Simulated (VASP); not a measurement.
Here is a VASP 6.6.1 calculation.

File INCAR:

```
  PREC = Accurate
  ENCUT = 520
  EDIFF = 1E-7
  ISMEAR = -1
  SIGMA = 0.02
  LREAL = False
  LASPH = True
  NELM = 100
  ALGO = Normal
  ISIF = 2
  LWAVE = False
  LCHARG = False
  GGA = PE
  NBANDS = 15
```

Contents of KPOINTS:

```
regular mesh
0
Gamma
  8 8 8
```

Contents of POSCAR:

```
KCl
1.0
    3.6455887835      0.0000000000      0.0000000000
    0.0000000000      3.6455887835      0.0000000000
    0.0000000000      0.0000000000      3.6455887835
K Cl
1 1
Direct
    0.0000000000      0.0000000000      0.0000000000
    0.5000000000      0.5000000000      0.5000000000
```

Potentials or basis: VASP PAW PBE potentials, release 64 (K_sv, Cl).

Command:

```console
$ cat potpaw_PBE.64/K_sv/POTCAR potpaw_PBE.64/Cl/POTCAR > POTCAR
$ mpirun -np 1 vasp_std > vasp.out
```

(1) Estimate the pressure.

(2) What does it give for the band gap on the k mesh?

## Answers

(1) 4.2 GPa.

(2) 5.53 eV (least direct gap 5.76 eV).

Caveat: the cell differs from its parent crystal (strain -3.3%); the cell stands under pressure.
